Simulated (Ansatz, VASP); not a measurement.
**Cu5AgIr4RuRh: VASP beside Ansatz**

```
CELL_PARAMETERS angstrom
-3.83001 -3.85176 0.01312
0.01348 3.82516 3.75825
-3.80091 3.83566 -3.78222
ATOMIC_POSITIONS crystal
Cu 0.67724 0.33068 0.33059
Cu 0.99045 0.50074 0.00695
Cu 0.83266 0.67608 0.66573
Cu 0.33400 0.67612 0.66671
Cu 0.16854 0.81605 0.34353
Ru 0.67179 0.82790 0.31870
Rh 0.48552 0.98949 0.00617
Ag 0.82809 0.17769 0.66734
Ir 0.00787 0.00038 0.00995
Ir 0.32831 0.17776 0.66474
Ir 0.18561 0.32347 0.33170
Ir 0.49240 0.49676 0.99843
```

Alike in both runs: functional PBE; k mesh 5 × 5 × 3; occupations gaussian, width 0.1 eV; no spin polarisation.

Ansatz relaxed the structure, and its values are those at the end. VASP's run is a single point on that final structure, the one shown.

|  | VASP | Ansatz |
| --- | --- | --- |
| version | VASP 6.6.1 | Ansatz 0.2.0 |
| potentials or method | VASP PAW PBE potentials, release 64 (Cu, Ru_pv, Rh_pv, Ag, Ir), cutoff 520 eV | scalar-relativistic, plane waves, PAW |
| valence electrons in the cell | 131 | 215 |

|  | VASP | Ansatz | Ansatz less VASP |
| --- | --- | --- | --- |
| gap on the k mesh at the Fermi level (eV) | none | none | - |
| pressure (GPa) | 0.3 | 0.0 | -0.29 |
| rms of the force components (eV/Å) | 0.010 | 0.007 | -0.0025 |

A gap of «none» marks a metal or a gap that the smearing closes. VASP's potentials hold 131 valence electrons a cell and Ansatz's 215, so a difference there can come from the potentials and not from the codes.

Neither program's run includes spin-orbit coupling.
